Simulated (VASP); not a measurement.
# Hf3SiO8 (Immm) in VASP: a series of runs, part 2 of 2

VASP 6.6.1.

## Step 3: Relaxation of cell and atoms, PBE

This run uses another cell than the first one, of 11.60 Å³/atom.

File INCAR:

```
SYSTEM = Hf3SiO8
  ALGO = Normal
  EDIFF = 1E-6
  EDIFFG = -0.01
  ENCUT = 600
  GGA = PE
  IBRION = 2
  ISIF = 3
  ISMEAR = 0
  LASPH = .TRUE.
  LCHARG = .FALSE.
  LREAL = .FALSE.
  LWAVE = .FALSE.
  NELM = 60
  NSW = 100
  PREC = Accurate
  SIGMA = 0.02
```

File KPOINTS:

```
k-points
0
G
  6 6 6
  0 0 0
```

File POSCAR:

```
Hf3SiO8
1.0
   -3.1176166860      3.3207031143      3.3600811686
    3.1176166860     -3.3207031143      3.3600811686
    3.1176166860      3.3207031143     -3.3600811686
Hf Si O
3 1 8
Direct
    0.0000000000      0.5000000000      0.5000000000
    0.5000000000      0.7505691633      0.2505691633
    0.5000000000      0.2494308367      0.7494308367
    0.0000000000      0.0000000000      0.0000000000
    0.8169408438      0.7835020008      0.6004428446
    0.8169408438      0.2164979992      0.0334388430
    0.7096958020      0.7096958020      0.0000000000
    0.6990399063      0.1990399063      0.5000000000
    0.2903041980      0.2903041980      0.0000000000
    0.3009600937      0.8009600937      0.5000000000
    0.1830591562      0.7835020008      0.9665611570
    0.1830591562      0.2164979992      0.3995571554
```

Potentials or basis: VASP PAW PBE potentials, release 64 (Hf_pv, Si, O).

Started as:

```bash
> cat potpaw_PBE.64/Hf_pv/POTCAR potpaw_PBE.64/Si/POTCAR potpaw_PBE.64/O/POTCAR > POTCAR
> mpirun -np 1 vasp_std > vasp.out
```

OUTCAR:

```text
SYSTEM = Hf3SiO8
   EDIFF = 1E-6
   EDIFFG = -0.01
   ENCUT = 600
   GGA = PE
   IBRION = 2
   ISIF = 3
   ISMEAR = 0
   LASPH = .TRUE.
   LREAL = .FALSE.
   NELM = 60
   NSW = 100
   PREC = Accurate

 ion  position               nearest neighbor table
   1  0.000  0.500  0.500-   8 2.02  10 2.02   6 2.15  11 2.15   5 2.15  12 2.15   4 3.12   4 3.12
                             2 3.67   3 3.67   2 3.67   3 3.67   3 3.70   2 3.70   2 3.70   3 3.70
   2  0.500  0.751  0.251-  10 2.05   8 2.05   9 2.10   7 2.10  11 2.11   5 2.11   3 3.11   3 3.12
                             1 3.67   1 3.67   1 3.70   1 3.70
   3  0.500  0.249  0.749-   8 2.05  10 2.05   9 2.10   7 2.10   6 2.11  12 2.11   2 3.11   2 3.12
                             1 3.67   1 3.67   1 3.70   1 3.70
   4  0.000  0.000  0.000-   5 1.82  12 1.82  11 1.82   6 1.82   7 1.95   9 1.95   1 3.12   1 3.12

   5  0.817  0.784  0.600-   4 1.82   2 2.11   1 2.15
   6  0.817  0.216  0.033-   4 1.82   3 2.11   1 2.15
   7  0.710  0.710  0.000-   4 1.95   3 2.10   2 2.10
   8  0.699  0.199  0.500-   1 2.02   3 2.05   2 2.05
   9  0.290  0.290  0.000-   4 1.95   3 2.10   2 2.10
  10  0.301  0.801  0.500-   1 2.02   2 2.05   3 2.05
  11  0.183  0.784  0.967-   4 1.82   2 2.11   1 2.15
  12  0.183  0.216  0.400-   4 1.82   3 2.11   1 2.15

  LATTYP: Found a body centered orthorhombic cell.
 ALAT       =     6.2352333720
 B/A-ratio  =     1.0651415645
 C/A-ratio  =     1.0777723842

  Lattice vectors:

 A1 = (  -3.1176166860,   3.3207031143,   3.3600811686)
 A2 = (   3.1176166860,  -3.3207031143,   3.3600811686)
 A3 = (   3.1176166860,   3.3207031143,  -3.3600811686)

Analysis of symmetry for initial positions (statically):
=====================================================================
 Subroutine PRICEL returns:
 Original cell was already a primitive cell.

 Routine SETGRP: Setting up the symmetry group for a
 body centered orthorhombic supercell.

 Subroutine GETGRP returns: Found  8 space group operations
 (whereof  8 operations were pure point group operations)
 out of a pool of  8 trial point group operations.

The static configuration has the point symmetry D_2h.

Analysis of symmetry for dynamics (positions and initial velocities):
=====================================================================
 Subroutine PRICEL returns:
 Original cell was already a primitive cell.

 Routine SETGRP: Setting up the symmetry group for a
 body centered orthorhombic supercell.

 Subroutine GETGRP returns: Found  8 space group operations
 (whereof  8 operations were pure point group operations)
 out of a pool of  8 trial point group operations.

The dynamic configuration has the point symmetry D_2h.

 Subroutine INISYM returns: Found  8 space group operations
 (whereof  8 operations are pure point group operations),
 and found     1 'primitive' translations

----------------------------------------------------------------------------------------

                                     Primitive cell

  volume of cell :     139.1434

  direct lattice vectors                    reciprocal lattice vectors
    -3.117616686  3.320703114  3.360081169     0.000000000  0.150570522  0.148805929
     3.117616686 -3.320703114  3.360081169     0.160378921  0.000000000  0.148805929
[... 88 lines left out ...]
   number of dos      NEDOS =    301   number of ions     NIONS =     12
   total plane-waves  NPLWV = 110592
   dimension x,y,z NGX =    48 NGY =   48 NGZ =   48
   dimension x,y,z NGXF=    96 NGYF=   96 NGZF=   96
   ions per type =               3   1   8
   NGX,Y,Z   is equivalent  to a cutoff of  14.10, 14.10, 14.10 a.u.
   NGXF,Y,Z  is equivalent  to a cutoff of  28.20, 28.20, 28.20 a.u.
 SYSTEM =  Hf3SiO8
   PREC   = accura    normal or accurate (medium, high low for compatibility)
   ISTART =      0    job   : 0-new  1-cont  2-samecut
   ICHARG =      2    charge: 1-file 2-atom 10-const
   ISPIN  =      1    spin polarized calculation?
   LNONCOLLINEAR =      F non collinear calculations
   LSORBIT =      F    spin-orbit coupling
   LASPH  =      T    aspherical Exc in radial PAW
   ENCUT  =  600.0 eV  44.10 Ry    6.64 a.u.  11.30 11.30 11.30*2*pi/ulx,y,z
   NELM   =     60;   NELMIN=  2; NELMDL= -5     # of ELM steps
   EDIFF  = 0.1E-05   stopping-criterion for ELM
   LREAL  =      F    real-space projection
   EDIFFG = -.1E-01   stopping-criterion for IOM
   NSW    =    100    number of steps for IOM
   IBRION =      2    ionic relax: 0-MD 1-quasi-New 2-CG
   NFREE  =      1    steps in history (QN), initial steepest desc. (CG)
   ISIF   =      3    stress and relaxation
   ISYM   =      2    0-nonsym 1-usesym 2-fastsym
   POTIM  = 0.5000    time-step for ionic-motion
   TEBEG  =    0.0;   TEEND  =   0.0 temperature during run
   PSTRESS=    0.0 pullay stress
   NELECT =      82.0000    total number of electrons
   NUPDOWN=      -1.0000    fix difference up-down
   EMIN   =  10.00;   EMAX   =-10.00  energy-range for DOS
   EFERMI =   0.00;   METHOD = LEGACY
   ISMEAR =     0;   SIGMA  =   0.02  broadening in eV -4-tet -1-fermi 0-gaus
   EFERMI_NEDOS =   21; number of points for ismear=-14 and -15
   IALGO  =     38    algorithm
   IMIX   =      4    mixing-type and parameters
     AMIX     =   0.40;   BMIX     =  1.00
     AMIX_MAG =   1.60;   BMIX_MAG =  1.00
  volume/ion in A,a.u.               =      11.60        78.25
  Fermi-wavevector in a.u.,A,eV,Ry     =   1.372541  2.593726 25.631585  1.883868
  Thomas-Fermi vector in A             =   2.498139
   LORBIT       =      0    0 simple, 1 ext, 2 COOP (PROOUT), +10 PAW based schemes
   GGA     = PE    functional components
   LHFCALC =     F    Hartree Fock is set to
   AEXX    =    0.0000 exact exchange contribution
   IVDW    =     0    specifies the selected vdW correction
   LEPSILON=     F    determine dielectric tensor
   LRPA    =     F    only Hartree local field effects (RPA)
 conjugate gradient relaxation of ions
 non-spin polarized calculation
 Gauss-broadening in eV      SIGMA  =   0.02
  energy-cutoff  :      600.00
  volume of cell :      139.14
 maximum number of plane-waves:      4677
 NGX is ok and might be reduce to    48
   NGX = 23   NGY = 23   NGZ = 23

--------------------------------------- Ionic step        1  -------------------------------------------

 number of electron      82.0000005 magnetization

 Free energy of the ion-electron system (eV)
  ---------------------------------------------------
  ext. energy  EPLUGINS =         0.00000000
  ---------------------------------------------------
  free energy    TOTEN  =      -113.28040111 eV

  energy without entropy =     -113.28040111  energy(sigma->0) =     -113.28040111

------------------------ aborting loop because EDIFF is reached ----------------------------------------

  FORCE on cell =-STRESS in cart. coord.  units (eV):
  Direction    XX          YY          ZZ          XY          YZ          ZX
  --------------------------------------------------------------------------------------
  -------------------------------------------------------------------------------------
  Total       -2.5308229     -1.8572067     -2.1348212     -0.0000000      0.0000000      0.0000000
  in kB      -29.1413595    -21.3849529    -24.5815666     -0.0000000      0.0000000      0.0000000
  external PRESSURE =     -25.0359597 kB  Pullay stress =       0.0000000 kB
[... 355 lines left out ...]
--------------------------------------- Ionic step        9  -------------------------------------------

 number of electron      82.0000006 magnetization

 Free energy of the ion-electron system (eV)
  ---------------------------------------------------
  ext. energy  EPLUGINS =         0.00000000
  ---------------------------------------------------
  free energy    TOTEN  =      -113.29503770 eV

  energy without entropy =     -113.29503770  energy(sigma->0) =     -113.29503770

 E-fermi :   3.4164     XC(G=0): -11.1252

 val. band max:        3.3217659607   @ k =   0.0000   0.0000   0.0000
 cond. band min:       6.0309407659   @ k =   0.0000   0.0000   0.0000
 fundamental gap:      2.7091748052
 Fermi energy:         3.4163921053

 k-point     1 :       0.0000    0.0000    0.0000
  band No.  band energies     occupation
      1     -26.7122      2.00000
      2     -26.5522      2.00000
      3     -26.5236      2.00000
      4     -26.3658      2.00000
      5     -26.1980      2.00000
      6     -26.1269      2.00000
[... 1237 lines left out ...]
     48       9.1392      0.00000
     49       9.4444      0.00000

 [... further k-points ...]

------------------------ aborting loop because EDIFF is reached ----------------------------------------

  FORCE on cell =-STRESS in cart. coord.  units (eV):
  Direction    XX          YY          ZZ          XY          YZ          ZX
  --------------------------------------------------------------------------------------
  -------------------------------------------------------------------------------------
  Total       -0.0308131     -0.0012638     -0.0225967      0.0000000      0.0000000      0.0000000
  in kB       -0.3585600     -0.0147060     -0.2629486      0.0000000      0.0000000      0.0000000
  external PRESSURE =      -0.2120716 kB  Pullay stress =       0.0000000 kB
[... 27 lines left out ...]
  FREE ENERGIE OF THE ION-ELECTRON SYSTEM (eV)
  ---------------------------------------------------
  free  energy   TOTEN  =      -113.2950376963 eV

  energy  without entropy=     -113.2950376963  energy(sigma->0) =     -113.29503770

 reached required accuracy - stopping structural energy minimisation
```

Wall time 59 min (1 thread of Oxide Virtual Turin-like, shared host); peak memory 0.51 GiB.

Results:

* Free energy: -113.2950 eV
* Relaxed volume: 11.47 Å³/atom
* Relaxed cell: a = 5.640 Å, b = 5.640 Å, c = 5.640 Å, α = 113.14°, β = 108.12°, γ = 107.21°
* Space group after relaxing (to 0.1 Å): Immm (No. 71)
* Energy gained by relaxing: 1.2 meV/atom
* Ionic steps: 9
* Pressure after relaxing: 0.0 GPa
* Largest force after relaxing: 0.007 eV/Å
* Band gap on the k mesh: 2.71 eV

Forces on the atoms (eV/Å):
```
Hf   0.000  0.000  0.000
Hf  -0.007  0.000  0.000
Hf   0.007  0.000  0.000
Si   0.000  0.000  0.000
O    0.001 -0.002  0.000
O   -0.001 -0.002  0.000
O    0.000  0.000  0.007
O    0.000  0.000 -0.005
O    0.000  0.000 -0.007
O    0.000  0.000  0.005
O    0.001  0.002  0.000
O   -0.001  0.002  0.000
```

Step by step:
```tsv
step	energy change (eV)	largest force (eV/Å)	pressure (GPa)	volume (Å³)
1	0.0000	0.2049	-2.50	139.14
2	0.0169	0.2919	4.15	135.53
3	-0.0138	0.0790	0.09	137.67
4	-0.0138	0.0811	0.02	137.70
5	-0.0144	0.0564	-0.05	137.70
6	-0.0144	0.0355	-0.03	137.70
7	-0.0146	0.0292	0.04	137.66
8	-0.0146	0.0231	0.03	137.66
9	-0.0146	0.0075	-0.02	137.68
```

Final structure:
```xyz
12
Lattice="-3.1072 3.3103 3.3465 3.1072 -3.3103 3.3465 3.1072 3.3103 -3.3465" Properties=species:S:1:pos:R:3 pbc="T T T"
Hf    3.1072    0.0000    0.0000
Hf    1.5580    0.0000    3.3465
Hf    1.5492    3.3103    0.0000
Si    0.0000    0.0000    0.0000
O     1.7551    2.0955    3.3465
O    -1.7551    2.0955    3.3465
O     0.0000    0.0000    4.7475
O     0.0000    3.3103    1.3308
O     0.0000    0.0000    1.9454
O     3.1072    0.0000    2.0157
O     4.8623    1.2148    0.0000
O     1.3521    1.2148    0.0000
```

Levels at points of the mesh, in eV from the valence-band top:
```tsv
k point	band 38	band 39	band 40	band 41	band 42	band 43	band 44	band 45
(0.00, 0.00, 0.00)	-0.60	-0.46	-0.45	0.00	2.71	3.98	4.78	4.92
(0.50, 0.00, 0.00)	-1.27	-0.96	-0.84	-0.63	3.17	4.00	4.45	4.67
(0.00, 0.50, 0.00)	-1.06	-0.88	-0.77	-0.47	3.90	4.42	4.97	5.23
(0.50, 0.50, 0.00)	-1.18	-1.14	-0.78	-0.48	3.85	4.50	4.55	5.16
(0.50, 0.50, 0.50)	-1.24	-1.21	-0.85	-0.70	3.48	3.92	5.25	5.36
```

Caveat: spin-orbit coupling is left out, which moves the levels of the heavy elements. A k mesh can miss the band edges.
